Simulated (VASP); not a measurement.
CdS: electric field gradients with PBE

The system is CdS.

```
CELL_PARAMETERS angstrom
0.00000 2.92927 2.92927
2.92927 0.00000 2.92927
2.92927 2.92927 0.00000
ATOMIC_POSITIONS crystal
Cd 0.00000 0.00000 0.00000
S 0.75000 0.75000 0.75000
```

- Program: VASP 6.6.1
- Task: electric field gradients
- Functional: PBE
- Potentials or basis: VASP PAW PBE potentials, release 64 (Cd, S)
- Cutoff: 520 eV
- k mesh: 9 × 9 × 9
- Occupations: fermi-dirac, width 0.03 eV
- Spin: no spin polarisation
- Dipole correction: no
- Further INCAR settings: ALGO = Normal; EDIFF = 1e-08; NBANDS = 16

```json
{
 "Pressure": "2.3 GPa",
 "Band gap on the k mesh": "1.12 eV",
 "Largest electric field gradient by atom": "zero within the noise of the run"
}
```

Levels at points of the mesh, in eV from the valence-band top:
```
           k point  band 7  band 8  band 9  band 10  band 11  band 12
(0.00, 0.00, 0.00)    0.00    0.00    0.00     1.12     6.55     6.55
```

Wall time 44 s on 1 thread of Intel Xeon 8259CL, on a shared host, peak memory 0.19 GiB.
